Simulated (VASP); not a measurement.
# Al16N16O (a cell with a defect) in VASP: single point with PBE

Aim: the single point of Al16N16O (a cell with a defect) with PBE.

Program: VASP 6.6.1. These are calculated values, not measurements. Logs are shortened: lines on timing, memory, paths and dates and some standing lists are left out, and cuts for length are marked.

**1. The cell of the first run**

The cell holds a defect, 33 atoms: a = 6.260 Å, b = 6.260 Å, c = 10.035 Å, α = 90.00°, β = 90.00°, γ = 120.00°.

**2. Single point, PBE**

Contents of INCAR:

```
SYSTEM = Al16N16O
ALGO = Normal
EDIFF = 1E-6
ENCUT = 520
GGA = PE
GGA_COMPAT = .FALSE.
ISIF = 2
ISMEAR = -1
LASPH = .TRUE.
LCHARG = .FALSE.
LREAL = Auto
LWAVE = .FALSE.
NBANDS = 89
NELM = 120
PREC = Accurate
SIGMA = 0.01
```

Contents of KPOINTS:

```
Automatic mesh
0
Gamma
  2 2 2
  0.5 0.5 0.5
```

Contents of POSCAR:

```
Al16N16O
1.0
    6.2595139100      0.0000000600      0.0000000000
   -3.1297570100      5.4208980300      0.0000000000
    0.0000000000      0.0000000000     10.0348065900
Al N O
16 16 1
Direct
    0.3356066500      0.1694048700      0.2529381900
    0.1774448800      0.3398813200      0.5025872900
    0.3423879500      0.1727148000      0.7557413600
    0.1721437700      0.3399342200      1.0006983500
    0.3268643800      0.6664244000      0.2504287800
    0.1870579900      0.8409655000      0.5087671100
    0.3441284800      0.6715281300      0.7497884300
    0.1718976900      0.8379817800      1.0009509200
    0.8351520800      0.1728565700      0.2545564700
    0.6726450500      0.3316437500      0.5103256300
    0.8443162100      0.1729774600      0.7487179800
    0.6751823500      0.3417846700      1.0018233600
    0.8705856400      0.6407496100      0.2721267500
    0.6846001800      0.8373221700      0.4937822800
    0.8441974500      0.6719663800      0.7488549800
    0.6737762900      0.8423250700      0.9850274500
    0.3417679600      0.1717277900      0.4431219700
    0.1669327400      0.3344858400      0.1910730900
    0.3391180700      0.1742512000      0.9449905400
    0.1794886100      0.3377151500      0.6912658200
    0.3441566000      0.6732965600      0.4405282900
    0.1702203300      0.8357043500      0.1904955700
    0.3350642300      0.6714737800      0.9378304500
    0.1823855600      0.8410839700      0.6958929700
    0.8438249200      0.1808819800      0.4459485400
    0.6710715300      0.3417436200      0.1928145200
    0.8421955200      0.1799056600      0.9367894200
    0.6736188600      0.3345581900      0.6969000400
    0.8553955700      0.6615514600      0.4588653400
    0.6226492800      0.8692802000      0.1646740800
    0.8398887400      0.6747195300      0.9399969100
    0.6786329500      0.8376540500      0.6891819000
   -0.2448689500     -0.1624142000      0.2789081200
```

Potentials or basis: VASP PAW PBE potentials, release 64 (Al, N, O).

Launch:

```sh
$ cat potpaw_PBE.64/Al/POTCAR potpaw_PBE.64/N/POTCAR potpaw_PBE.64/O/POTCAR > POTCAR
$ mpirun -np 1 vasp_std > vasp.out
```

OUTCAR:

```text
SYSTEM = Al16N16O
   EDIFF = 1E-6
   ENCUT = 520
   GGA = PE
   ISIF = 2
   ISMEAR = -1
   LASPH = .TRUE.
   LREAL = Auto
   NELM = 120
   PREC = Accurate

 ion  position               nearest neighbor table
   1  0.336  0.169  0.253-  17 1.91  18 1.91  22 1.91  26 1.92   2 3.07   8 3.10   4 3.11   9 3.12
                            12 3.12   5 3.12   6 3.13  13 3.13   5 3.14   9 3.14  10 3.16  13 3.17
   2  0.177  0.340  0.503-  20 1.89  25 1.90  17 1.90  21 1.91  11 3.06   7 3.06   1 3.07   5 3.09
                             9 3.10   6 3.11   3 3.11  14 3.12  10 3.13  10 3.14  14 3.15   6 3.15
   3  0.342  0.173  0.756-  28 1.89  20 1.89  24 1.90  19 1.90  10 3.04   8 3.06  12 3.06   6 3.06
                             4 3.06   2 3.11   7 3.12  11 3.12  15 3.13  15 3.13  11 3.14   7 3.14
   4  0.172  0.340  0.001-  19 1.89  27 1.90  23 1.90  18 1.91   3 3.06   5 3.07  11 3.09   7 3.09
                             1 3.11  12 3.12   8 3.12  16 3.12   9 3.13   8 3.14  12 3.14  16 3.15
   5  0.327  0.666  0.250-  30 1.85  22 1.87  18 1.90  21 1.91  33 2.35  13 2.79   8 3.07   4 3.07
                             9 3.08   2 3.09   6 3.10  14 3.12   1 3.12   1 3.14   9 3.18  16 3.26
   6  0.187  0.841  0.509-  29 1.87  24 1.88  21 1.89  17 1.91  13 2.94   7 3.00  15 3.04  10 3.06
                             3 3.06   5 3.10   2 3.11   1 3.13  14 3.13  14 3.14   2 3.15  10 3.20
   7  0.344  0.672  0.750-  24 1.88  23 1.89  20 1.90  32 1.91  16 2.96   6 3.00   2 3.06   4 3.09
                             3 3.12   8 3.12  11 3.12  15 3.13  15 3.13  11 3.13   3 3.14  14 3.16
   8  0.172  0.838  0.001-  23 1.90  31 1.90  22 1.90  19 1.91   3 3.06   5 3.07  15 3.09   1 3.10
                            12 3.11   7 3.12   4 3.12  16 3.13  16 3.14   4 3.14  12 3.15  13 3.19
   9  0.835  0.173  0.255-  18 1.91  26 1.91  33 1.91  30 1.91  25 1.92  13 2.83  14 3.01   5 3.08
                            12 3.10  10 3.10   2 3.10   1 3.12   4 3.13   1 3.14   5 3.18  16 3.24
  10  0.673  0.332  0.510-  25 1.86  29 1.86  28 1.87  17 1.92  13 2.93  11 2.99  15 3.02   3 3.04
                             6 3.06   9 3.10   2 3.13  14 3.13   2 3.14  14 3.14   1 3.16   6 3.20
  11  0.844  0.173  0.749-  28 1.88  27 1.89  20 1.91  32 1.91  16 2.97  10 2.99   2 3.06   4 3.09
                             3 3.12  15 3.12   7 3.12  12 3.13   7 3.13  15 3.14  14 3.14   3 3.14
  12  0.675  0.342  0.002-  27 1.90  31 1.91  19 1.91  26 1.92   3 3.06   9 3.10  15 3.11   8 3.11
                             4 3.12   1 3.12  16 3.13  11 3.13  16 3.14   4 3.14   8 3.15  13 3.17
  13  0.871  0.641  0.272-  33 1.71  26 1.83  22 1.84  29 1.88   5 2.79   9 2.83  10 2.93   6 2.94
                            14 3.04   1 3.13  12 3.17   1 3.17   8 3.19
  14  0.685  0.837  0.494-  29 1.91  21 1.92  25 1.92  32 1.96  33 2.20   9 3.01  13 3.04  15 3.11
                             2 3.12   5 3.12   6 3.13  10 3.13  10 3.14   6 3.14  11 3.14   2 3.15
  15  0.844  0.672  0.749-  32 1.89  28 1.90  24 1.91  31 1.92  16 3.00  10 3.02   6 3.04   8 3.09
                            12 3.11  14 3.11  11 3.12   3 3.13   7 3.13   7 3.13   3 3.13  11 3.14
  16  0.674  0.842  0.985-  30 1.85  31 1.86  27 1.89  23 1.90   7 2.96  11 2.97  15 3.00   4 3.12
                            12 3.13   8 3.13   8 3.14  12 3.14   4 3.15   9 3.24   5 3.26
  17  0.342  0.172  0.443-   2 1.90   1 1.91   6 1.91  10 1.92
  18  0.167  0.334  0.191-   5 1.90   9 1.91   4 1.91   1 1.91
  19  0.339  0.174  0.945-   4 1.89   3 1.90   8 1.91  12 1.91
  20  0.179  0.338  0.691-   3 1.89   2 1.89   7 1.90  11 1.91
  21  0.344  0.673  0.441-   6 1.89   5 1.91   2 1.91  14 1.92
  22  0.170  0.836  0.190-  13 1.84   5 1.87   8 1.90   1 1.91
[... 8 lines left out ...]
  31  0.840  0.675  0.940-  16 1.86   8 1.90  12 1.91  15 1.92
  32  0.679  0.838  0.689-  15 1.89   7 1.91  11 1.91  14 1.96
  33  0.755  0.838  0.279-  30 1.49  13 1.71   9 1.91  14 2.20   5 2.35

  LATTYP: Found a hexagonal cell.
 ALAT       =     6.2595139100
 C/A-ratio  =     1.6031287308

  Lattice vectors:

 A1 = (   6.2595139100,   0.0000000600,   0.0000000000)
 A2 = (  -3.1297570100,   5.4208980300,   0.0000000000)
 A3 = (   0.0000000000,   0.0000000000,  10.0348065900)

Analysis of symmetry for initial positions (statically):
=====================================================================
 Subroutine PRICEL returns:
 Original cell was already a primitive cell.

 Routine SETGRP: Setting up the symmetry group for a
 hexagonal supercell.

 Subroutine GETGRP returns: Found  1 space group operations
 (whereof  1 operations were pure point group operations)
 out of a pool of 24 trial point group operations.

The static configuration has the point symmetry C_1 .

Analysis of symmetry for dynamics (positions and initial velocities):
=====================================================================
 Subroutine PRICEL returns:
 Original cell was already a primitive cell.

 Routine SETGRP: Setting up the symmetry group for a
 hexagonal supercell.

 Subroutine GETGRP returns: Found  1 space group operations
 (whereof  1 operations were pure point group operations)
 out of a pool of 24 trial point group operations.

The dynamic configuration has the point symmetry C_1 .

 Subroutine INISYM returns: Found  1 space group operations
 (whereof  1 operations are pure point group operations),
 and found     1 'primitive' translations

----------------------------------------------------------------------------------------

[... 84 lines left out ...]

 KPOINTS: Automatic mesh

Automatic generation of k-mesh.
 Grid dimensions read from file:
 generate k-points for:    2    2    2

 Generating k-lattice:

  Cartesian coordinates                     Fractional coordinates (reciprocal lattice)
     0.079878407  0.046117821  0.000000000     0.500000000  0.000000000  0.000000000
    -0.000000001  0.092235640  0.000000000     0.000000000  0.500000000  0.000000000
     0.000000000  0.000000000  0.049826571     0.000000000  0.000000000  0.500000000

  Length of vectors
     0.092235640  0.092235640  0.049826571

  Shift w.r.t. Gamma in fractional coordinates (k-lattice)
     0.500000000  0.500000000  0.500000000

 Subroutine IBZKPT returns following result:
 ===========================================

 Found     12 irreducible k-points:

 Following reciprocal coordinates:
            Coordinates               Weight
  0.250000  0.250000  0.250000      2.000000
 -0.250000  0.500000  0.250000      2.000000
  0.500000  0.250000  0.250000      2.000000
 -0.250000 -0.250000  0.250000      2.000000
  0.250000  0.500000  0.250000      2.000000
  0.500000 -0.250000  0.250000      2.000000
 -0.250000  0.250000  0.250000      2.000000
 -0.250000  0.000000  0.250000      2.000000
  0.000000 -0.250000  0.250000      2.000000
  0.250000 -0.250000  0.250000      2.000000
  0.250000  0.000000  0.250000      2.000000
  0.000000  0.250000  0.250000      2.000000
   k-points           NKPTS =     12   k-points in BZ     NKDIM =     12   number of bands    NBANDS=     89
   number of dos      NEDOS =    301   number of ions     NIONS =     33
   total plane-waves  NPLWV = 184320
   dimension x,y,z NGX =    48 NGY =   48 NGZ =   80
   dimension x,y,z NGXF=    96 NGYF=   96 NGZF=  160
   ions per type =              16  16   1
   NGX,Y,Z   is equivalent  to a cutoff of  12.75, 12.75, 13.25 a.u.
   NGXF,Y,Z  is equivalent  to a cutoff of  25.50, 25.50, 26.51 a.u.
 SYSTEM =  Al16N16O
   PREC   = accura    normal or accurate (medium, high low for compatibility)
   ISTART =      0    job   : 0-new  1-cont  2-samecut
   ICHARG =      2    charge: 1-file 2-atom 10-const
   ISPIN  =      1    spin polarized calculation?
   LNONCOLLINEAR =      F non collinear calculations
   LSORBIT =      F    spin-orbit coupling
   LASPH  =      T    aspherical Exc in radial PAW
   ENCUT  =  520.0 eV  38.22 Ry    6.18 a.u.  11.64 11.64 18.66*2*pi/ulx,y,z
   NELM   =    120;   NELMIN=  2; NELMDL= -5     # of ELM steps
   EDIFF  = 0.1E-05   stopping-criterion for ELM
   LREAL  =      T    real-space projection
   EDIFFG = 0.1E-04   stopping-criterion for IOM
   NSW    =      0    number of steps for IOM
[... 5 lines left out ...]
   TEBEG  =    0.0;   TEEND  =   0.0 temperature during run
   PSTRESS=    0.0 pullay stress
   NELECT =     134.0000    total number of electrons
   NUPDOWN=      -1.0000    fix difference up-down
   EMIN   =  10.00;   EMAX   =-10.00  energy-range for DOS
   EFERMI =   0.00;   METHOD = LEGACY
   ISMEAR =    -1;   SIGMA  =   0.01  broadening in eV -4-tet -1-fermi 0-gaus
   EFERMI_NEDOS =   21; number of points for ismear=-14 and -15
   IALGO  =     38    algorithm
   IMIX   =      4    mixing-type and parameters
     AMIX     =   0.40;   BMIX     =  1.00
     AMIX_MAG =   1.60;   BMIX_MAG =  1.00
  volume/ion in A,a.u.               =      10.32        69.63
  Fermi-wavevector in a.u.,A,eV,Ry     =   1.199691  2.267088 19.582308  1.439259
  Thomas-Fermi vector in A             =   2.335547
   LORBIT       =      0    0 simple, 1 ext, 2 COOP (PROOUT), +10 PAW based schemes
   GGA     = PE    functional components
   LHFCALC =     F    Hartree Fock is set to
   AEXX    =    0.0000 exact exchange contribution
   IVDW    =     0    specifies the selected vdW correction
   LEPSILON=     F    determine dielectric tensor
   LRPA    =     F    only Hartree local field effects (RPA)
 non-spin polarized calculation
  energy-cutoff  :      520.00
  volume of cell :      340.50
 maximum number of plane-waves:      9165
 NGX is ok and might be reduce to    48
   NGX = 23   NGY = 23   NGZ = 37

 number of electron     134.0000000 magnetization

 Free energy of the ion-electron system (eV)
  ---------------------------------------------------
  ext. energy  EPLUGINS =         0.00000000
  ---------------------------------------------------
  free energy    TOTEN  =      -241.37812126 eV

  energy without entropy =     -241.37812126  energy(sigma->0) =     -241.37812126

 E-fermi :   6.6806     XC(G=0): -10.9330

 val. band max:        6.3640163224   @ k =   0.5000   0.2500   0.2500
 cond. band min:      10.7142277062   @ k =   0.2500  -0.2500   0.2500
 fundamental gap:      4.3502113838
 Fermi energy:         6.6806329735

 k-point     1 :       0.2500    0.2500    0.2500
  band No.  band energies     occupation
      1     -14.6893      2.00000
      2      -8.3332      2.00000
      3      -7.9906      2.00000
      4      -7.8665      2.00000
      5      -7.5638      2.00000
      6      -7.5114      2.00000
[... 973 lines left out ...]
     78      12.4603      0.00000
     79      12.6623      0.00000
 [bands above 79 left out]

------------------------ aborting loop because EDIFF is reached ----------------------------------------

  FORCE on cell =-STRESS in cart. coord.  units (eV):
  Direction    XX          YY          ZZ          XY          YZ          ZX
  --------------------------------------------------------------------------------------
  -------------------------------------------------------------------------------------
  Total       16.3082241      8.5502431     11.5510305     -5.1599414     -0.9510245      2.9567100
  in kB       76.7355123     40.2316818     54.3513651    -24.2792071     -4.4748804     13.9122848
  external PRESSURE =      57.1061864 kB  Pullay stress =       0.0000000 kB

 VOLUME and BASIS-vectors are now :
 -----------------------------------------------------------------------------
  energy-cutoff  :      520.00
  volume of cell :      340.50
      direct lattice vectors                 reciprocal lattice vectors
     6.259513910  0.000000060  0.000000000     0.159756813  0.092235641  0.000000000
    -3.129757010  5.420898030  0.000000000    -0.000000002  0.184471279  0.000000000
     0.000000000  0.000000000 10.034806590     0.000000000  0.000000000  0.099653141

 POSITION                                       TOTAL-FORCE (eV/Angst)
 -----------------------------------------------------------------------------------
      1.57054      0.91833      2.53819         0.070742     -0.075428     -0.097322
      0.04697      1.84246      5.04337        -0.113017      0.053695     -0.100647
      1.60263      0.93627      7.58372         0.130060     -0.058385     -0.091566
      0.01362      1.84275      0.00701        -0.099529      0.079888     -0.116221
     -0.03973      3.61262      2.51300         0.024352     -0.039682     -0.088709
     -1.46113      4.55879      5.10538        -0.168371      0.022653     -0.098987
[... 25 lines left out ...]
      1.62626      4.54084      6.91581        -0.166881      0.104950      0.096091
      2.10531      4.54047      2.79879        -0.010493      0.221854     -0.002119
 -----------------------------------------------------------------------------------
    total drift:                                0.003257      0.016706     -0.002432

  FREE ENERGIE OF THE ION-ELECTRON SYSTEM (eV)
  ---------------------------------------------------
  free  energy   TOTEN  =      -241.3781212582 eV

  energy  without entropy=     -241.3781212582  energy(sigma->0) =     -241.37812126
```

It took 25 min on 1 thread of Oxide Virtual Turin-like, shared host; peak memory 0.52 GiB.

Results:

| Item | Value |
| --- | --- |
| Free energy | -241.3781 eV |
| Pressure | 5.7 GPa |
| Largest force | 0.374 eV/Å |
| Band gap on the k mesh | 4.35 eV |

Forces on the atoms (eV/Å):
```
Al   0.071 -0.075 -0.097
Al  -0.113  0.054 -0.101
Al   0.130 -0.058 -0.092
Al  -0.100  0.080 -0.116
Al   0.024 -0.040 -0.089
Al  -0.168  0.023 -0.099
Al   0.115 -0.064 -0.084
Al  -0.096  0.062 -0.075
Al   0.095  0.012 -0.043
Al  -0.075  0.112 -0.093
Al   0.113 -0.067 -0.095
Al  -0.126  0.067 -0.101
Al   0.192 -0.079 -0.171
Al  -0.128  0.082 -0.047
Al   0.116 -0.074 -0.091
Al  -0.137  0.047 -0.154
N    0.120 -0.066  0.031
N   -0.042  0.031  0.186
N    0.173 -0.099  0.133
N   -0.180  0.104  0.095
N    0.219 -0.115  0.022
N   -0.135  0.014  0.095
N    0.197 -0.039  0.046
N   -0.183  0.084  0.065
N    0.105 -0.088  0.126
N   -0.099  0.131  0.129
N    0.193 -0.127  0.088
N   -0.202  0.119  0.082
N    0.272 -0.149  0.209
N   -0.325 -0.102  0.103
N    0.152 -0.107  0.042
N   -0.167  0.105  0.096
O   -0.010  0.222 -0.002
```

Stress tensor (GPa, compression positive):
```
 7.67 -2.43  1.39
-2.43  4.02 -0.45
 1.39 -0.45  5.44
```

Caveat: the k points lie up to 0.58 Å⁻¹ apart.
